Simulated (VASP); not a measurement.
**Te: single point with PBE**

Crystal: Te.

```
Te
1.0
     4.21420    0.00000    0.00000
    -2.10710    3.64961    0.00000
     0.00000    0.00000    4.58335
Te
2
Cartesian
  0.0000 2.4331 1.1458
  2.1071 1.2165 3.4375
```

This isn't the form of Te at room conditions, which is trigonal, of chains.

* Program: VASP 6.6.1
* Task: single point
* Functional: PBE
* Potentials or basis: VASP PAW PBE potentials, release 64 (Te)
* Cutoff: 520 eV
* k mesh: 15 × 15 × 12
* Occupations: fermi-dirac, width 0.1 eV
* Spin: no spin polarisation
* Dipole correction: no
* Further INCAR settings: ALGO = Normal; EDIFF = 1e-07; NBANDS = 13

```yaml
Pressure: -4.3 GPa
Band_gap_on_the_k_mesh: zero (bands 6 and 7 overlap by 2.17 eV)
```

Stress tensor (GPa, compression positive):
```
-3.29  0.00  0.00
 0.00 -3.29  0.00
 0.00  0.00 -6.30
```

Levels at points of the mesh, in eV from the Fermi level:
| k point | band 4 | band 5 | band 6 | band 7 | band 8 | band 9 |
| --- | --- | --- | --- | --- | --- | --- |
| (0.00, 0.00, 0.00) | -1.59 | -1.59 | 0.80 | 0.80 | 2.75 | 3.58 |
| (0.00, 0.00, 0.50) | -0.85 | -0.38 | -0.38 | -0.38 | -0.38 | 6.60 |

Run time: 45 s on 1 thread of Intel(R) Xeon(R) 6975P-C (Granite Rapids) (shared host), peak memory 0.28 GiB.

Caveat: the cell stands under tension; spin-orbit coupling is left out, which moves the levels of the heavy elements.
